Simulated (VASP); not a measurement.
# TiO (Cmmm) in VASP: a series of runs

The runs below take TiO through single point, with PBEsol.

Everything below comes from runs of VASP 6.6.1. Logs are shortened: lines on timing, memory, paths and dates and some standing lists are left out, and cuts for length are marked.

### 1 The cell of the first run

It takes space group Cmmm (No. 65, orthorhombic). Conventional cell: a = 5.647 Å, b = 5.761 Å, c = 4.034 Å, α = 90.00°, β = 90.00°, γ = 90.00°. Within 2.7 Å of Ti (site symmetry mmm) lie 4 O at 2.02 Å. Ti (site symmetry 2/m) has 4 O at 2.02 Å within 2.7 Å. O (site symmetry 2/m) has 4 Ti at 2.02 Å within 2.7 Å. Within 2.7 Å of O (site symmetry mmm) lie 4 Ti at 2.02 Å.

### 2 Single point, PBEsol (strain -0.0200 x Voigt [0, 0, 0, 0, 0, 1])

File INCAR:

```
  PREC = Accurate
  ENCUT = 520
  EDIFF = 1E-6
  ISMEAR = 0
  SIGMA = 0.15
  LREAL = F
  LASPH = T
  NELM = 80
  ALGO = Normal
  ISIF = 2
  LWAVE = F
  LCHARG = T
  GGA = PS
  LELF = T
  LVHAR = T
  NBANDS = 36
```

File KPOINTS:

```
regular mesh
0
Gamma
  12 12 12
```

File POSCAR:

```
TiO
1.0
    4.0335084229     -0.0403350842      0.0000000000
   -0.0403350842      4.0335084229      0.0000000000
    0.0000000000      0.0000000000      4.0335084229
Ti O
3 3
Direct
    0.5000000000      0.5000000000      0.0000000000
    0.0000000000      0.5000000000      0.5000000000
    0.5000000000      0.0000000000      0.5000000000
    0.0000000000      0.5000000000      0.0000000000
    0.5000000000      0.0000000000      0.0000000000
    0.0000000000      0.0000000000      0.5000000000
```

Potentials or basis: VASP PAW PBE potentials, release 64 (Ti_sv, O).

Launch:

```
> cat potpaw_PBE.64/Ti_sv/POTCAR potpaw_PBE.64/O/POTCAR > POTCAR
> mpirun -np 1 vasp_std > vasp.out
```

OUTCAR:

```text
PREC = Accurate
   ENCUT = 520
   EDIFF = 1E-6
   ISMEAR = 0
   LREAL = F
   LASPH = T
   NELM = 80
   ISIF = 2
   GGA = PS

 ion  position               nearest neighbor table
   1  0.500  0.500  0.000-   4 2.02   5 2.02   5 2.02   4 2.02   2 2.85   3 2.85   3 2.85   2 2.85
                             3 2.85   2 2.85   3 2.85   2 2.85
   2  0.000  0.500  0.500-   4 2.02   4 2.02   6 2.02   6 2.02   3 2.82   3 2.82   1 2.85   1 2.85
                             1 2.85   1 2.85   3 2.88   3 2.88
   3  0.500  0.000  0.500-   5 2.02   5 2.02   6 2.02   6 2.02   2 2.82   2 2.82   1 2.85   1 2.85
                             1 2.85   1 2.85   2 2.88   2 2.88
   4  0.000  0.500  0.000-   2 2.02   2 2.02   1 2.02   1 2.02
   5  0.500  0.000  0.000-   3 2.02   3 2.02   1 2.02   1 2.02
   6  0.000  0.000  0.500-   2 2.02   3 2.02   2 2.02   3 2.02

  LATTYP: Found a base centered orthorhombic cell.
 ALAT       =     5.6471998925
 B/A-ratio  =     1.0202020202
 C/A-ratio  =     0.7142492739

  Lattice vectors:

 A1 = (   4.0335084229,  -0.0403350842,   0.0000000000)
 A2 = (  -0.0403350842,   4.0335084229,   0.0000000000)
 A3 = (   0.0000000000,   0.0000000000,   4.0335084229)

Analysis of symmetry for initial positions (statically):
=====================================================================
 Subroutine PRICEL returns:
 Original cell was already a primitive cell.

 Routine SETGRP: Setting up the symmetry group for a
 base centered orthorhombic supercell.

 Subroutine GETGRP returns: Found  8 space group operations
 (whereof  8 operations were pure point group operations)
 out of a pool of  8 trial point group operations.

The static configuration has the point symmetry D_2h.

Analysis of symmetry for dynamics (positions and initial velocities):
=====================================================================
 Subroutine PRICEL returns:
 Original cell was already a primitive cell.

 Routine SETGRP: Setting up the symmetry group for a
 base centered orthorhombic supercell.

 Subroutine GETGRP returns: Found  8 space group operations
 (whereof  8 operations were pure point group operations)
 out of a pool of  8 trial point group operations.

The dynamic configuration has the point symmetry D_2h.

 Subroutine INISYM returns: Found  8 space group operations
 (whereof  8 operations are pure point group operations),
 and found     1 'primitive' translations

----------------------------------------------------------------------------------------
[... 99 lines left out ...]
   ENCUT  =  520.0 eV  38.22 Ry    6.18 a.u.   7.50  7.50  7.50*2*pi/ulx,y,z
   NELM   =     80;   NELMIN=  2; NELMDL= -5     # of ELM steps
   EDIFF  = 0.1E-05   stopping-criterion for ELM
   LREAL  =      F    real-space projection
   EDIFFG = 0.1E-04   stopping-criterion for IOM
   NSW    =      0    number of steps for IOM
   IBRION =     -1    ionic relax: 0-MD 1-quasi-New 2-CG
   NFREE  =      0    steps in history (QN), initial steepest desc. (CG)
   ISIF   =      2    stress and relaxation
   ISYM   =      2    0-nonsym 1-usesym 2-fastsym
   POTIM  = 0.5000    time-step for ionic-motion
   TEBEG  =    0.0;   TEEND  =   0.0 temperature during run
   PSTRESS=    0.0 pullay stress
   NELECT =      54.0000    total number of electrons
   NUPDOWN=      -1.0000    fix difference up-down
   EMIN   =  10.00;   EMAX   =-10.00  energy-range for DOS
   EFERMI =   0.00;   METHOD = LEGACY
   ISMEAR =     0;   SIGMA  =   0.15  broadening in eV -4-tet -1-fermi 0-gaus
   EFERMI_NEDOS =   21; number of points for ismear=-14 and -15
   IALGO  =     38    algorithm
   IMIX   =      4    mixing-type and parameters
     AMIX     =   0.40;   BMIX     =  1.00
     AMIX_MAG =   1.60;   BMIX_MAG =  1.00
  volume/ion in A,a.u.               =      10.94        73.80
  Fermi-wavevector in a.u.,A,eV,Ry     =   1.534161  2.899144 32.023350  2.353650
  Thomas-Fermi vector in A             =   2.641127
   LORBIT       =      0    0 simple, 1 ext, 2 COOP (PROOUT), +10 PAW based schemes
   GGA     = PS    functional components
   LHFCALC =     F    Hartree Fock is set to
   AEXX    =    0.0000 exact exchange contribution
   IVDW    =     0    specifies the selected vdW correction
   LEPSILON=     F    determine dielectric tensor
   LRPA    =     F    only Hartree local field effects (RPA)
 non-spin polarized calculation
 Gauss-broadening in eV      SIGMA  =   0.15
  energy-cutoff  :      520.00
  volume of cell :       65.62
 maximum number of plane-waves:      1786
   NGX = 15   NGY = 15   NGZ = 15

 number of electron      53.9999975 magnetization

 Free energy of the ion-electron system (eV)
  ---------------------------------------------------
  ext. energy  EPLUGINS =         0.00000000
  ---------------------------------------------------
  free energy    TOTEN  =       -56.01712172 eV

  energy without entropy =      -55.95970287  energy(sigma->0) =      -55.98841229

 E-fermi :   8.3635     XC(G=0): -12.2566

 val. band max:        8.3625305126   @ k =   0.5000   0.0000   0.5000
 cond. band min:       8.3665177175   @ k =   0.4167   0.1667   0.3333
 fundamental gap:      0.0039872049
 Fermi energy:         8.3635257625

 k-point     1 :       0.0000    0.0000    0.0000
  band No.  band energies     occupation
      1     -48.5598      2.00000
      2     -48.3940      2.00000
      3     -48.3907      2.00000
      4     -25.1937      2.00000
      5     -25.1901      2.00000
      6     -25.1889      2.00000
[... 925 lines left out ...]
     35      11.2956      0.00000
     36      11.7482      0.00000

 [... further k-points ...]
[... 5 lines left out ...]
  --------------------------------------------------------------------------------------
  -------------------------------------------------------------------------------------
  Total        0.1910905      0.1910905      0.2132690      0.4301159      0.0000000      0.0000000
  in kB        4.6659945      4.6659945      5.2075420     10.5024485      0.0000000      0.0000000
  external PRESSURE =       4.8465104 kB  Pullay stress =       0.0000000 kB

 VOLUME and BASIS-vectors are now :
 -----------------------------------------------------------------------------
  energy-cutoff  :      520.00
  volume of cell :       65.62
      direct lattice vectors                 reciprocal lattice vectors
     4.033508423 -0.040335084  0.000000000     0.247947917  0.002479479  0.000000000
    -0.040335084  4.033508423  0.000000000     0.002479479  0.247947917  0.000000000
     0.000000000  0.000000000  4.033508423     0.000000000  0.000000000  0.247923122

 POSITION                                       TOTAL-FORCE (eV/Angst)
 -----------------------------------------------------------------------------------
      1.99659      1.99659      0.00000        -0.000000      0.000000      0.000000
     -0.02017      2.01675      2.01675         0.000000      0.000000      0.000000
      2.01675     -0.02017      2.01675         0.000000      0.000000      0.000000
     -0.02017      2.01675      0.00000         0.000000      0.000000      0.000000
      2.01675     -0.02017      0.00000         0.000000      0.000000      0.000000
      0.00000      0.00000      2.01675         0.000000      0.000000      0.000000
 -----------------------------------------------------------------------------------
    total drift:                                0.000000      0.000000     -0.000000

  FREE ENERGIE OF THE ION-ELECTRON SYSTEM (eV)
  ---------------------------------------------------
  free  energy   TOTEN  =       -56.0171217211 eV

  energy  without entropy=      -55.9597028683  energy(sigma->0) =      -55.98841229
```

OSZICAR:

```text
N       E                     dE             d eps       ncg     rms          rms(c)
DAV:   1     0.780183083398E+03    0.78018E+03   -0.27528E+04 22128   0.188E+03
DAV:   2     0.614914966321E+02   -0.71869E+03   -0.69287E+03 21972   0.563E+02
DAV:   3    -0.572753114702E+02   -0.11877E+03   -0.11630E+03 32884   0.205E+02
DAV:   4    -0.658050872486E+02   -0.85298E+01   -0.84753E+01 31536   0.535E+01
DAV:   5    -0.662275269047E+02   -0.42244E+00   -0.42213E+00 31588   0.101E+01    0.276E+01
DAV:   6    -0.561738074154E+02    0.10054E+02   -0.57599E+01 31396   0.619E+01    0.957E+00
DAV:   7    -0.560329613533E+02    0.14085E+00   -0.59196E+00 28564   0.149E+01    0.632E+00
DAV:   8    -0.560109936642E+02    0.21968E-01   -0.62137E-01 28316   0.566E+00    0.127E+00
DAV:   9    -0.560195497306E+02   -0.85561E-02   -0.16304E-01 30364   0.383E+00    0.129E+00
DAV:  10    -0.560150067083E+02    0.45430E-02   -0.60223E-02 29848   0.276E+00    0.838E-01
DAV:  11    -0.560171331637E+02   -0.21265E-02   -0.13097E-02 26328   0.110E+00    0.102E-01
DAV:  12    -0.560171159145E+02    0.17249E-04   -0.22527E-03 30548   0.380E-01    0.787E-02
DAV:  13    -0.560171197452E+02   -0.38307E-05   -0.33714E-04 27108   0.154E-01    0.139E-02
DAV:  14    -0.560171214638E+02   -0.17185E-05   -0.25771E-05 32768   0.353E-02    0.109E-02
DAV:  15    -0.560171217211E+02   -0.25730E-06   -0.89191E-07 15624   0.730E-03
   1 F= -.56017122E+02 E0= -.55988412E+02  d E =-.574189E-01
```

stdout:

```text
POSCAR found type information on POSCAR TiO
 POSCAR found :  2 types and       6 ions
 scaLAPACK will be used
 -----------------------------------------------------------------------------
|                                                                             |
|                                                                             |
|     You enforced a specific xc type in the INCAR file but a different       |
|     I HOPE YOU KNOW WHAT YOU ARE DOING!                                     |
|                                                                             |
 -----------------------------------------------------------------------------

 LDA part: xc-table for (Slater+PW92), standard interpolation
 POSCAR, INCAR and KPOINTS ok, starting setup
 FFT: planning ... GRIDC
 FFT: planning ... GRID_SOFT
 FFT: planning ... GRID
 WAVECAR not read
 entering main loop
```

It took 13 min on 1 thread of Oxide Virtual Turin-like, shared host; peak memory 0.55 GiB.

Results:

| Property | Result |
| --- | --- |
| Free energy | -56.0171 eV |
| Pressure | 0.5 GPa |
| Band gap on the k mesh | zero (band 27 reaches 8.78 eV, above the bottom of band 28 at 6.80 eV) |

Stress tensor (GPa, compression positive):
```
0.47 1.05 0.00
1.05 0.47 0.00
0.00 0.00 0.52
```

Levels at points of the mesh, in eV from the Fermi level:
```csv
k point,band 23,band 24,band 25,band 26,band 27,band 28,band 29,band 30,band 31,band 32
"(0.00, 0.00, 0.00)",-3.09,-3.03,-2.97,-1.62,-1.59,-1.56,1.29,1.36,1.45,2.21
"(0.50, 0.00, 0.00)",-3.71,-3.71,-2.67,-1.17,0.41,0.42,0.75,1.37,1.62,1.63
"(0.50, 0.50, 0.00)",-4.94,-2.56,-1.34,-0.79,-0.12,0.12,1.93,2.04,2.05,2.09
"(0.00, 0.00, 0.50)",-3.79,-3.63,-2.67,-1.18,0.39,0.43,0.75,1.37,1.60,1.66
"(0.50, 0.00, 0.50)",-4.97,-2.56,-1.34,-0.79,0.00,0.00,1.96,2.01,2.07,2.07
"(0.50, 0.50, 0.50)",-3.00,-2.99,-0.75,-0.67,-0.59,0.61,2.67,2.75,2.84,2.89
```

Caveat: the cell differs from its parent crystal (strain -0.0200 x Voigt [0, 0, 0, 0, 0, 1]); the PAW data sets were made with another functional, which shifts forces and pressure a little; semilocal functionals often make such compounds metallic where correlation or magnetic order opens a gap, which also shifts bond lengths.

### 3 Single point, PBEsol (strain +0.0100 x Voigt [0, 0, 0, 0, 0, 1])

File INCAR:

```
ALGO = Normal
EDIFF = 1E-7
ENCUT = 520
GGA = PS
ISIF = 2
ISMEAR = 0
LASPH = T
LCHARG = F
LREAL = F
LWAVE = F
NBANDS = 36
NELM = 80
PREC = Accurate
SIGMA = 0.15
```

File KPOINTS:

```
k-points
0
Gamma
  12 12 12
```

Edit POSCAR of step 2 so:

```diff
@@ -2,4 +2,4 @@
 1.0
-    4.0335084229     -0.0403350842      0.0000000000
-   -0.0403350842      4.0335084229      0.0000000000
+    4.0335084229      0.0201675421      0.0000000000
+    0.0201675421      4.0335084229      0.0000000000
     0.0000000000      0.0000000000      4.0335084229
```

Potentials or basis: VASP PAW PBE potentials, release 64 (Ti_sv, O).

Launch:

```
> cat potpaw_PBE.64/Ti_sv/POTCAR potpaw_PBE.64/O/POTCAR > POTCAR
> mpirun -np 1 vasp_std > vasp.out
```

OUTCAR:

```text
EDIFF = 1E-7
   ENCUT = 520
   GGA = PS
   ISIF = 2
   ISMEAR = 0
   LASPH = T
   LREAL = F
   NELM = 80
   PREC = Accurate

 ion  position               nearest neighbor table
   1  0.500  0.500  0.000-   4 2.02   5 2.02   5 2.02   4 2.02   2 2.85   3 2.85   3 2.85   2 2.85
                             3 2.85   2 2.85   3 2.85   2 2.85
   2  0.000  0.500  0.500-   4 2.02   4 2.02   6 2.02   6 2.02   3 2.84   3 2.84   1 2.85   1 2.85
                             1 2.85   1 2.85   3 2.87   3 2.87
   3  0.500  0.000  0.500-   5 2.02   5 2.02   6 2.02   6 2.02   2 2.84   2 2.84   1 2.85   1 2.85
                             1 2.85   1 2.85   2 2.87   2 2.87
   4  0.000  0.500  0.000-   2 2.02   2 2.02   1 2.02   1 2.02
   5  0.500  0.000  0.000-   3 2.02   3 2.02   1 2.02   1 2.02
   6  0.000  0.000  0.500-   2 2.02   3 2.02   2 2.02   3 2.02

  LATTYP: Found a base centered orthorhombic cell.
 ALAT       =     5.6757211041
 B/A-ratio  =     1.0100502512
 C/A-ratio  =     0.7106600816

  Lattice vectors:

 A1 = (  -0.0201675421,  -4.0335084229,   0.0000000000)
 A2 = (   4.0335084229,   0.0201675421,   0.0000000000)
 A3 = (   0.0000000000,   0.0000000000,   4.0335084229)

Analysis of symmetry for initial positions (statically):
[... 182 lines left out ...]
 E-fermi :   8.3627     XC(G=0): -12.2561

 val. band max:        8.3615777909   @ k =   0.5000   0.0000   0.5000
 cond. band min:       8.3642378634   @ k =   0.5000   0.2500   0.2500
 fundamental gap:      0.0026600725
 Fermi energy:         8.3627493626

 k-point     1 :       0.0000    0.0000    0.0000
  band No.  band energies     occupation
      1     -48.5604      2.00000
      2     -48.3936      2.00000
      3     -48.3928      2.00000
      4     -25.1926      2.00000
      5     -25.1911      2.00000
      6     -25.1901      2.00000
[... 925 lines left out ...]
     35      11.2541      0.00000
     36      11.7454      0.00000

 [... further k-points ...]
[... 5 lines left out ...]
  --------------------------------------------------------------------------------------
  -------------------------------------------------------------------------------------
  Total        0.2107785      0.2107785      0.2164406     -0.2102862      0.0000000      0.0000000
  in kB        5.1463434      5.1463434      5.2845889     -5.1343248      0.0000000      0.0000000
  external PRESSURE =       5.1924252 kB  Pullay stress =       0.0000000 kB

 VOLUME and BASIS-vectors are now :
 -----------------------------------------------------------------------------
  energy-cutoff  :      520.00
  volume of cell :       65.62
      direct lattice vectors                 reciprocal lattice vectors
     4.033508423  0.020167542  0.000000000     0.247929320 -0.001239647  0.000000000
     0.020167542  4.033508423  0.000000000    -0.001239647  0.247929320  0.000000000
     0.000000000  0.000000000  4.033508423     0.000000000  0.000000000  0.247923122

 POSITION                                       TOTAL-FORCE (eV/Angst)
 -----------------------------------------------------------------------------------
      2.02684      2.02684      0.00000         0.000000      0.000000      0.000000
      0.01008      2.01675      2.01675        -0.000000      0.000000      0.000000
      2.01675      0.01008      2.01675        -0.000000      0.000000      0.000000
      0.01008      2.01675      0.00000        -0.000000      0.000000      0.000000
      2.01675      0.01008      0.00000        -0.000000      0.000000      0.000000
      0.00000      0.00000      2.01675        -0.000000      0.000000      0.000000
 -----------------------------------------------------------------------------------
    total drift:                                0.000000      0.000000     -0.000000

  FREE ENERGIE OF THE ION-ELECTRON SYSTEM (eV)
  ---------------------------------------------------
  free  energy   TOTEN  =       -56.0203366481 eV

  energy  without entropy=      -55.9621418087  energy(sigma->0) =      -55.99123923
```

Run time: 11 min. Hardware: 1 thread of Oxide Virtual Turin-like, shared host; peak memory 0.55 GiB.

Results:

```
Free energy            : -56.0203 eV
Pressure               : 0.5 GPa
Band gap on the k mesh : zero (band 27 reaches 8.78 eV, above the bottom of band 28 at 6.79 eV)
```

Caveat: the cell differs from its parent crystal (strain +0.0100 x Voigt [0, 0, 0, 0, 0, 1]); the PAW data sets were made with another functional, which shifts forces and pressure a little; semilocal functionals often make such compounds metallic where correlation or magnetic order opens a gap, which also shifts bond lengths.
